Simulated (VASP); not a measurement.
TaSb (WC type), 2 atoms in the cell. The structure is hexagonal, space group P-6m2 (No. 187). Conventional cell: a = 3.396 Å, b = 3.396 Å, c = 3.328 Å, α = 90.00°, β = 90.00°, γ = 120.00°. Ta (site symmetry -6m2) has 6 Sb at 2.57 Å and 8 Ta at 3.33 to 3.40 Å within 3.4 Å. Sb (site symmetry -6m2) has 6 Ta at 2.57 Å and 8 Sb at 3.33 to 3.40 Å within 3.4 Å. 

```yaml
Program: VASP 6.6.1
Task: relaxation of cell and atoms
Functional: PBE
Potentials_or_basis: VASP PAW PBE potentials, release 64 (Ta_pv, Sb)
Cutoff: 600 eV
k_mesh: 13 × 13 × 12
Occupations: fermi-dirac, width 0.05 eV
Spin: no spin polarisation
Target_pressure: 71 GPa
Dipole_correction: no
Further_INCAR_settings: ALGO = Normal; EDIFF = 1e-07; IBRION = 2; EDIFFG = -0.005; NSW = 60; ISIF = 3
```

Potentials or basis: VASP PAW PBE potentials, release 64 (Ta_pv, Sb).

The run is started by

```sh
$ cat potpaw_PBE.64/Ta_pv/POTCAR potpaw_PBE.64/Sb/POTCAR > POTCAR
$ mpirun -np 1 vasp_std > vasp.out
```

Hardware: 1 thread of Intel(R) Xeon(R) 6975P-C (Granite Rapids) (shared host).

How long does it take, and how much memory?

Wall time 4 min on 1 thread of Intel(R) Xeon(R) 6975P-C (Granite Rapids), on a shared host, peak memory 0.24 GiB. Counts: scf iterations 101, k points 147, ion steps 14.
